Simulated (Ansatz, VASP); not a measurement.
**Two plane-wave programs on CO**

```
CELL_PARAMETERS angstrom
15.00000 0.00000 0.00000
0.00000 15.50000 0.00000
0.00000 0.00000 16.00000
ATOMIC_POSITIONS crystal
C 0.50180 0.49905 0.46517
O 0.49820 0.50095 0.53483
```

Alike in both runs: task relaxation of the atoms; functional PBEsol; k mesh 1 × 1 × 1; occupations gaussian, width 0.005 eV; no spin polarisation.

```csv
,VASP,Ansatz
version,VASP 6.6.1,Ansatz 0.2.0
potentials or method,"VASP PAW PBE potentials, release 64 (C, O), cutoff 520 eV","scalar-relativistic, plane waves, PAW"
valence electrons in the cell,10,10
```

VASP gave:

| Quantity | Value |
| --- | --- |
| gap on the k mesh at the Fermi level, each at its own relaxed structure (eV) | 6.87 |

**Question.** Estimate Ansatz's values.

**Answer.** gap on the k mesh at the Fermi level, each at its own relaxed structure (eV): 6.93.

VASP's potentials were made for PBE, not for PBEsol.

Noted on VASP's run: the standard files for N, O and F lose accuracy on very short bonds.
